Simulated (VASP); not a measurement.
# Y in VASP: notebook

Runs on Y. Level: PBEsol. Tasks: relaxation of cell and atoms, single point.

All numbers are computed with VASP 6.6.1; they aren't measurements. Logs are shortened: lines on timing, memory, paths and dates and some standing lists are left out, and cuts for length are marked.

## Step 1: The cell of the first run

Symmetry: I4/mmm, No. 139, tetragonal system. Conventional cell: a = 3.450 Å, b = 3.450 Å, c = 5.218 Å, α = 90.00°, β = 90.00°, γ = 90.00°. Y (site symmetry 4/mmm) has 12 Y at 3.45 to 3.57 Å within 4.5 Å.

## Step 2: Relaxation of cell and atoms, PBEsol

The input, INCAR:

```
SYSTEM = Y
PREC     = Accurate       ! precision mode
ENCUT    = 600            ! plane-wave cutoff, eV
EDIFF    = 1E-6           ! SCF threshold, eV
ISMEAR   = 0              ! smearing method
SIGMA    = 0.1            ! smearing width, eV
LREAL    = .FALSE.        ! projectors in reciprocal space
LASPH    = .TRUE.         ! aspherical terms in the spheres
NELM     = 100            ! most SCF steps
ALGO     = Normal         ! electronic algorithm
ISIF     = 3              ! what is computed and relaxed
LWAVE    = .FALSE.        ! write WAVECAR
LCHARG   = .FALSE.        ! write CHGCAR
GGA      = PS             ! functional
IBRION   = 2              ! ionic algorithm
NSW      = 90             ! ionic steps
EDIFFG   = -0.04          ! ionic threshold
```

The input, KPOINTS:

```
regular mesh
0
G
  8 8 8
  0 0 0
```

The input, POSCAR:

```
Y
1.0
   -1.7247615771      1.7247615771      2.6090265212
    1.7247615771     -1.7247615771      2.6090265212
    1.7247615771      1.7247615771     -2.6090265212
Y
1
Direct
    0.0000000000      0.0000000000      0.0000000000
```

Potentials or basis: VASP PAW PBE potentials, release 64 (Y_sv).

Launch:

```console
> cat potpaw_PBE.64/Y_sv/POTCAR > POTCAR
> mpirun -np 1 vasp_std > vasp.out
```

OUTCAR:

```text
SYSTEM = Y
   PREC = Accurate
   ENCUT = 600
   EDIFF = 1E-6
   ISMEAR = 0
   LREAL = .FALSE.
   LASPH = .TRUE.
   NELM = 100
   ISIF = 3
   GGA = PS
   IBRION = 2
   NSW = 90
   EDIFFG = -0.04

 ion  position               nearest neighbor table
   1  0.000  0.000  0.000-

  LATTYP: Found a body centered tetragonal cell.
 ALAT       =     3.4495231542
 C/A-ratio  =     1.5126882207

  Lattice vectors:

 A1 = (  -1.7247615771,   1.7247615771,   2.6090265212)
 A2 = (   1.7247615771,  -1.7247615771,   2.6090265212)
 A3 = (   1.7247615771,   1.7247615771,  -2.6090265212)

Analysis of symmetry for initial positions (statically):
=====================================================================
 Subroutine PRICEL returns:
 Original cell was already a primitive cell.

 Routine SETGRP: Setting up the symmetry group for a
 body centered tetragonal supercell.

 Subroutine GETGRP returns: Found 16 space group operations
 (whereof 16 operations were pure point group operations)
 out of a pool of 16 trial point group operations.

The static configuration has the point symmetry D_4h.

Analysis of symmetry for dynamics (positions and initial velocities):
=====================================================================
 Subroutine PRICEL returns:
 Original cell was already a primitive cell.

 Routine SETGRP: Setting up the symmetry group for a
 body centered tetragonal supercell.

 Subroutine GETGRP returns: Found 16 space group operations
 (whereof 16 operations were pure point group operations)
 out of a pool of 16 trial point group operations.

The dynamic configuration has the point symmetry D_4h.

 Subroutine INISYM returns: Found 16 space group operations
 (whereof 16 operations are pure point group operations),
 and found     1 'primitive' translations

----------------------------------------------------------------------------------------

                                     Primitive cell

  volume of cell :      31.0454

  direct lattice vectors                    reciprocal lattice vectors
    -1.724761577  1.724761577  2.609026521     0.000000000  0.289895141  0.191642360
     1.724761577 -1.724761577  2.609026521     0.289895141  0.000000000  0.191642360
     1.724761577  1.724761577 -2.609026521     0.289895141  0.289895141  0.000000000

  length of vectors
     3.571641693  3.571641693  3.571641693     0.347514009  0.347514009  0.409973640

  position of ions in fractional coordinates (direct lattice)
     0.000000000  0.000000000  0.000000000

  ion indices of the primitive-cell ions
   primitive index   ion index
                 1           1

----------------------------------------------------------------------------------------

 KPOINTS: regular mesh

Automatic generation of k-mesh.
 Grid dimensions read from file:
 generate k-points for:    8    8    8

 Generating k-lattice:

  Cartesian coordinates                     Fractional coordinates (reciprocal lattice)
     0.000000000  0.036236893  0.023955295     0.125000000  0.000000000 -0.000000000
     0.036236893  0.000000000  0.023955295     0.000000000  0.125000000 -0.000000000
     0.036236893  0.036236893  0.000000000     0.000000000  0.000000000  0.125000000

  Length of vectors
     0.043439251  0.043439251  0.051246705

  Shift w.r.t. Gamma in fractional coordinates (k-lattice)
     0.000000000  0.000000000  0.000000000

 Subroutine IBZKPT returns following result:
 ===========================================

 Found     59 irreducible k-points:

 Following reciprocal coordinates:
            Coordinates               Weight
  0.000000  0.000000  0.000000      1.000000
  0.125000  0.000000  0.000000      8.000000
  0.250000  0.000000  0.000000      8.000000
  0.375000  0.000000  0.000000      8.000000
  0.500000  0.000000  0.000000      4.000000
  0.125000  0.125000  0.000000      8.000000
[... 16 lines left out ...]
  0.250000  0.125000  0.125000     16.000000
  0.375000  0.125000  0.125000      8.000000
 [... further k-points ...]
   k-points           NKPTS =     59   k-points in BZ     NKDIM =     59   number of bands    NBANDS=      9
   number of dos      NEDOS =    301   number of ions     NIONS =      1
   total plane-waves  NPLWV =  27000
   dimension x,y,z NGX =    30 NGY =   30 NGZ =   30
   dimension x,y,z NGXF=    60 NGYF=   60 NGZF=   60
   ions per type =               1
   NGX,Y,Z   is equivalent  to a cutoff of  13.96, 13.96, 13.96 a.u.
   NGXF,Y,Z  is equivalent  to a cutoff of  27.93, 27.93, 27.93 a.u.
 SYSTEM =  Y
   PREC   = accura    normal or accurate (medium, high low for compatibility)
   ISTART =      0    job   : 0-new  1-cont  2-samecut
   ICHARG =      2    charge: 1-file 2-atom 10-const
   ISPIN  =      1    spin polarized calculation?
   LNONCOLLINEAR =      F non collinear calculations
   LSORBIT =      F    spin-orbit coupling
   LASPH  =      T    aspherical Exc in radial PAW
   ENCUT  =  600.0 eV  44.10 Ry    6.64 a.u.   7.13  7.13  7.13*2*pi/ulx,y,z
   NELM   =    100;   NELMIN=  2; NELMDL= -5     # of ELM steps
   EDIFF  = 0.1E-05   stopping-criterion for ELM
   LREAL  =      F    real-space projection
   EDIFFG = -.4E-01   stopping-criterion for IOM
   NSW    =     90    number of steps for IOM
   IBRION =      2    ionic relax: 0-MD 1-quasi-New 2-CG
   NFREE  =      1    steps in history (QN), initial steepest desc. (CG)
   ISIF   =      3    stress and relaxation
   ISYM   =      2    0-nonsym 1-usesym 2-fastsym
   POTIM  = 0.5000    time-step for ionic-motion
   TEBEG  =    0.0;   TEEND  =   0.0 temperature during run
   PSTRESS=    0.0 pullay stress
   NELECT =      11.0000    total number of electrons
   NUPDOWN=      -1.0000    fix difference up-down
   EMIN   =  10.00;   EMAX   =-10.00  energy-range for DOS
   EFERMI =   0.00;   METHOD = LEGACY
   ISMEAR =     0;   SIGMA  =   0.10  broadening in eV -4-tet -1-fermi 0-gaus
   EFERMI_NEDOS =   21; number of points for ismear=-14 and -15
   IALGO  =     38    algorithm
   IMIX   =      4    mixing-type and parameters
     AMIX     =   0.40;   BMIX     =  1.00
     AMIX_MAG =   1.60;   BMIX_MAG =  1.00
  volume/ion in A,a.u.               =      31.05       209.50
  Fermi-wavevector in a.u.,A,eV,Ry     =   1.158440  2.189134 18.258788  1.341983
  Thomas-Fermi vector in A             =   2.295042
   LORBIT       =      0    0 simple, 1 ext, 2 COOP (PROOUT), +10 PAW based schemes
   GGA     = PS    functional components
   LHFCALC =     F    Hartree Fock is set to
   AEXX    =    0.0000 exact exchange contribution
   IVDW    =     0    specifies the selected vdW correction
   LEPSILON=     F    determine dielectric tensor
   LRPA    =     F    only Hartree local field effects (RPA)
 conjugate gradient relaxation of ions
 non-spin polarized calculation
 Gauss-broadening in eV      SIGMA  =   0.10
  energy-cutoff  :      600.00
  volume of cell :       31.05
 maximum number of plane-waves:      1058
 NGX is ok and might be reduce to    30
   NGX = 15   NGY = 15   NGZ = 15

--------------------------------------- Ionic step        1  -------------------------------------------

 number of electron      11.0000000 magnetization

 Free energy of the ion-electron system (eV)
  ---------------------------------------------------
  ext. energy  EPLUGINS =         0.00000000
  ---------------------------------------------------
  free energy    TOTEN  =        -6.79735748 eV

  energy without entropy =       -6.79120296  energy(sigma->0) =       -6.79428022

------------------------ aborting loop because EDIFF is reached ----------------------------------------

  FORCE on cell =-STRESS in cart. coord.  units (eV):
  Direction    XX          YY          ZZ          XY          YZ          ZX
  --------------------------------------------------------------------------------------
  -------------------------------------------------------------------------------------
  Total        0.0813630      0.0813630     -0.4534921      0.0000000      0.0000000     -0.0000000
  in kB        4.1989525      4.1989525    -23.4036569      0.0000000      0.0000000     -0.0000000
  external PRESSURE =      -5.0019173 kB  Pullay stress =       0.0000000 kB
[... 90 lines left out ...]
  energy  without entropy=       -6.8034785415  energy(sigma->0) =       -6.80578783

--------------------------------------- Ionic step        4  -------------------------------------------

 number of electron      11.0000000 magnetization

 E-fermi :   3.3314     XC(G=0):  -9.8708

 val. band max:        3.2268571432   @ k =  -0.2500   0.5000   0.1250
 cond. band min:       3.3819060577   @ k =  -0.2500   0.3750   0.1250
 fundamental gap:      0.1550489145
 Fermi energy:         3.3313697377

 k-point     1 :       0.0000    0.0000    0.0000
  band No.  band energies     occupation
      1     -39.0652      2.00000
      2     -18.7184      2.00000
      3     -18.7142      2.00000
      4     -18.7142      2.00000
      5      -1.5275      2.00000
      6       5.1173      0.00000
      7       5.2493      0.00000
      8       5.2493      0.00000
      9       7.3088      0.00000
[... 308 lines left out ...]
  energy  without entropy=       -6.8035336824  energy(sigma->0) =       -6.80583424

--------------------------------------- Ionic step        5  -------------------------------------------

 number of electron      11.0000000 magnetization

 Free energy of the ion-electron system (eV)
  ---------------------------------------------------
  ext. energy  EPLUGINS =         0.00000000
  ---------------------------------------------------
  free energy    TOTEN  =        -6.81000622 eV

  energy without entropy =       -6.80542846  energy(sigma->0) =       -6.80771734

 E-fermi :   3.2334     XC(G=0):  -9.7915

 val. band max:        3.1176708381   @ k =   0.3750   0.1250   0.1250
 cond. band min:       3.2969441957   @ k =  -0.2500  -0.3750   0.1250
 fundamental gap:      0.1792733576
 Fermi energy:         3.2333579984

 k-point     1 :       0.0000    0.0000    0.0000
  band No.  band energies     occupation
      1     -39.2078      2.00000
      2     -18.8769      2.00000
      3     -18.8769      2.00000
      4     -18.8763      2.00000
      5      -1.5993      2.00000
      6       5.0799      0.00000
      7       5.0799      0.00000
      8       5.0987      0.00000
      9       7.2555      0.00000
[... 304 lines left out ...]
  FREE ENERGIE OF THE ION-ELECTRON SYSTEM (eV)
  ---------------------------------------------------
  free  energy   TOTEN  =        -6.8100062179 eV

  energy  without entropy=       -6.8054284632  energy(sigma->0) =       -6.80771734

 reached required accuracy - stopping structural energy minimisation
```

It took 47 s on 1 thread of Intel Xeon 6975P-C (Granite Rapids), shared host; peak memory 0.21 GiB.

What came out:

```yaml
Free_energy: -6.8100 eV
Relaxed_volume: 30.76 Å³/atom
Relaxed_cell: a = 3.516 Å, b = 3.516 Å, c = 3.516 Å, α = 119.93°, β = 119.93°, γ = 90.13°
Space_group_after_relaxing_to_0.1_Å: Fm-3m (No. 225)
Energy_gained_by_relaxing: 12.6 meV/atom
Ionic_steps: 5
Pressure_after_relaxing: -0.1 GPa
Band_gap_on_the_k_mesh: zero (an odd number of electrons rules out a gap without spin polarisation)
```

Step by step:
| step | energy change (eV) | largest force (eV/Å) | pressure (GPa) | volume (Å³) |
| --- | --- | --- | --- | --- |
| 1 | 0.0000 | 0.0000 | -0.50 | 31.05 |
| 2 | -0.0081 | 0.0000 | 0.14 | 30.61 |
| 3 | -0.0107 | 0.0000 | 0.70 | 30.22 |
| 4 | -0.0108 | 0.0000 | 0.78 | 30.16 |
| 5 | -0.0126 | 0.0000 | -0.08 | 30.76 |

Final structure:
```
Y
1.0
    -1.75983    1.75983    2.48321
     1.75983   -1.75983    2.48321
     1.75983    1.75983   -2.48321
Y
1
Direct
  0.00000 0.00000 0.00000
```

Levels at points of the mesh, in eV from the Fermi level:
```csv
k point,band 2,band 3,band 4,band 5,band 6,band 7,band 8,band 9
"(0.00, 0.00, 0.00)",-22.11,-22.11,-22.11,-4.83,1.85,1.85,1.87,4.02
"(0.50, 0.00, 0.00)",-22.80,-22.20,-22.20,-2.05,0.83,1.66,1.68,5.59
"(0.50, 0.50, 0.00)",-22.75,-22.36,-22.35,-1.86,-0.97,2.35,5.60,6.05
"(0.50, 0.50, 0.50)",-22.75,-22.36,-22.36,-1.86,-0.97,2.38,5.59,6.04
```

Caveat: the PAW data sets were made with another functional, which shifts forces and pressure a little.

## Step 3: Single point, PBEsol

This run uses another cell than the first one, of 30.80 Å³/atom.

The input, INCAR:

```
SYSTEM = Y
  PREC = Accurate
  ENCUT = 520
  EDIFF = 1E-6
  ISMEAR = 0
  SIGMA = 0.1
  LREAL = .False.
  LASPH = .True.
  NELM = 100
  ALGO = Normal
  ISIF = 2
  LWAVE = .False.
  LCHARG = .False.
  GGA = PS
  NBANDS = 12
```

The input, KPOINTS:

```
regular mesh
0
Gamma
  20 20 20
  0 0 0
```

The input, POSCAR:

```
Y
1.0
    0.0000000000      2.4879505145      2.4879505145
    2.4879505145      0.0000000000      2.4879505145
    2.4879505145      2.4879505145      0.0000000000
Y
1
Direct
    0.0000000000      0.0000000000      0.0000000000
```

Potentials or basis: VASP PAW PBE potentials, release 64 (Y_sv).

Launch:

```console
> cat potpaw_PBE.64/Y_sv/POTCAR > POTCAR
> mpirun -np 1 vasp_std > vasp.out
```

It took 40 s on 1 thread of Intel Xeon 6975P-C (Granite Rapids), shared host; peak memory 0.26 GiB.

The run converged. Its results:

```yaml
Free_energy: -6.8058 eV
Pressure: -0.1 GPa
Band_gap_on_the_k_mesh: zero (an odd number of electrons rules out a gap without spin polarisation)
```

Levels at points of the mesh, in eV from the Fermi level:
```tsv
k point	band 1	band 2	band 3	band 4	band 5	band 6	band 7	band 8	band 9	band 10
(0.00, 0.00, 0.00)	-42.45	-22.12	-22.12	-22.12	-4.85	1.84	1.84	1.84	3.99	3.99
(0.50, 0.00, 0.00)	-42.37	-22.81	-22.21	-22.21	-2.06	0.80	1.65	1.65	5.56	5.56
(0.50, 0.50, 0.00)	-42.34	-22.77	-22.37	-22.37	-1.88	-0.98	2.34	5.58	6.02	6.02
```

Caveat: the PAW data sets were made with another functional, which shifts forces and pressure a little.

## Step 4: Relaxation of cell and atoms, PBEsol

This run uses another cell than the first one, of 30.92 Å³/atom.

The input, INCAR:

```
  ALGO = Normal
  EDIFF = 1E-6
  EDIFFG = -0.01
  ENCUT = 600
  GGA = PS
  IBRION = 2
  ISIF = 3
  ISMEAR = 0
  LASPH = True
  LCHARG = False
  LREAL = False
  LWAVE = False
  NELM = 60
  NSW = 100
  PREC = Accurate
  SIGMA = 0.1
```

The input, KPOINTS:

```
k-points
0
Gamma
  20 20 20
```

The input, POSCAR:

```
Y
1.0
    0.0000000000      2.4911230565      2.4911230565
    2.4911230565      0.0000000000      2.4911230565
    2.4911230565      2.4911230565      0.0000000000
Y
1
Direct
    0.0000000000      0.0000000000      0.0000000000
```

Launch:

```console
> cat potpaw_PBE.64/Y_sv/POTCAR > POTCAR
> mpirun -np 1 vasp_std > vasp.out
```

It took 68 s on 1 thread of Intel Xeon 6975P-C (Granite Rapids), shared host; peak memory 0.27 GiB.

Results (log left out):

| Quantity | Value |
| --- | --- |
| Free energy | -6.8059 eV |
| Relaxed volume | 30.71 Å³/atom |
| Relaxed cell | a = 3.515 Å, b = 3.515 Å, c = 3.515 Å, α = 60.00°, β = 60.00°, γ = 60.00° |
| Space group after relaxing (to 0.1 Å) | Fm-3m (No. 225) |
| Energy gained by relaxing | 0.2 meV/atom |
| Ionic steps | 3 |
| Pressure after relaxing | 0.0 GPa |
| Band gap on the k mesh | zero (an odd number of electrons rules out a gap without spin polarisation) |

The path:
| step | energy change (eV) | largest force (eV/Å) | pressure (GPa) | volume (Å³) |
| --- | --- | --- | --- | --- |
| 1 | 0.0000 | 0.0000 | -0.37 | 30.92 |
| 2 | -0.0002 | 0.0000 | 0.13 | 30.60 |
| 3 | -0.0002 | 0.0000 | -0.05 | 30.71 |

Final structure:
```cif
data_structure
_symmetry_space_group_name_H-M 'P 1'
_symmetry_Int_Tables_number 1
_cell_length_a 3.5152
_cell_length_b 3.5152
_cell_length_c 3.5152
_cell_angle_alpha 60.000
_cell_angle_beta 60.000
_cell_angle_gamma 60.000
_cell_volume 30.71
loop_
_atom_site_label
_atom_site_type_symbol
_atom_site_fract_x
_atom_site_fract_y
_atom_site_fract_z
_atom_site_occupancy
Y1 Y 0.00000 0.00000 0.00000 1
```

Levels at points of the mesh, in eV from the Fermi level:
```
           k point  band 2  band 3  band 4  band 5  band 6  band 7  band 8  band 9
(0.00, 0.00, 0.00)  -22.12  -22.12  -22.12   -4.86    1.84    1.84    1.84    4.00
(0.50, 0.00, 0.00)  -22.81  -22.21  -22.21   -2.06    0.81    1.66    1.66    5.58
(0.50, 0.50, 0.00)  -22.76  -22.36  -22.36   -1.89   -0.98    2.35    5.59    6.04
```

Caveat: the PAW data sets were made with another functional, which shifts forces and pressure a little.

## Step 5: The runs side by side

```csv
task,cell,k mesh,cutoff (eV),gap on the mesh (eV),pressure (GPa),relaxed volume (Å³/atom)
relaxation of cell and atoms,"relaxed from a = 3.572 Å, angles 122.2, 122.2, 86.1°, 1 atom",8 × 8 × 8,600,none,-0.1,30.76
single point,"a = 3.518 Å, angles 60.0°, 1 atom",20 × 20 × 20,520,none,-0.1,-
relaxation of cell and atoms,"relaxed from a = 3.523 Å, angles 60.0°, 1 atom",20 × 20 × 20,600,none,0.0,30.71
```

Alike in all rows: level PBEsol; potentials or basis VASP PAW PBE potentials, release 64 (Y_sv); no spin polarisation; smearing gaussian 0.1 eV.

Caveats: the PAW data sets were made with another functional, which shifts forces and pressure a little.

Total energies depend on the potentials used, so only differences within one code and one set of settings carry meaning.

The gap in the log of VASP goes by the Fermi energy; the results here count the filled bands.